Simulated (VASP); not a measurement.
Wanted: the native input for a VASP 6.6.1 run.

```yaml
Task: single point
Functional: PBEsol
Potentials_or_basis: VASP PAW PBE potentials, release 64 (C)
Cutoff: 520 eV
k_mesh: 9 × 9 × 6
Occupations: gaussian, width 0.02 eV
Spin: no spin polarisation
Dipole_correction: no
Further_INCAR_settings: ALGO = Normal; EDIFF = 1e-06; NBANDS = 16
```

The structure of C lies in POSCAR:

```
C
1.0
    2.5643191206      0.0000000000      0.0000000000
   -1.2821595603      2.2207655019      0.0000000000
    0.0000000000      0.0000000000      4.2229976381
C
4
Direct
    0.3333333333      0.6666666667     -0.0004162315
    0.6666666667      0.3333333333      0.4995837685
    0.3333333333      0.6666666667      0.3744162315
    0.6666666667      0.3333333333      0.8744162315
```

This cell differs from its parent crystal: strained cell.

These files were run (other wordings do the same):

INCAR

```
SYSTEM = C
  PREC = Accurate
  ENCUT = 520
  EDIFF = 1E-6
  ISMEAR = 0
  SIGMA = 0.02
  LREAL = .FALSE.
  LASPH = .TRUE.
  NELM = 60
  ALGO = Normal
  ISIF = 2
  LWAVE = .FALSE.
  LCHARG = .TRUE.
  GGA = PS
  LELF = .TRUE.
  LVHAR = .TRUE.
  NBANDS = 16
```

KPOINTS

```
regular mesh
0
G
  9 9 6
  0 0 0
```

Potentials or basis: VASP PAW PBE potentials, release 64 (C).

Run with:

```bash
$ cat potpaw_PBE.64/C/POTCAR > POTCAR
$ mpirun -np 1 vasp_std > vasp.out
```

It gave:

```json
{"Pressure": "-25.6 GPa", "Band gap on the k mesh": "3.30 eV (least direct gap 4.70 eV)"}
```

Caveat: the cell differs from its parent crystal (strained cell); the cell stands under tension; the PAW data sets were made with another functional, which shifts forces and pressure a little; an odd mesh through Γ misses points on the zone boundary, where band edges can lie.

Run time: 28 s on 1 thread of Intel Xeon 8259CL (shared host), peak memory 0.14 GiB.
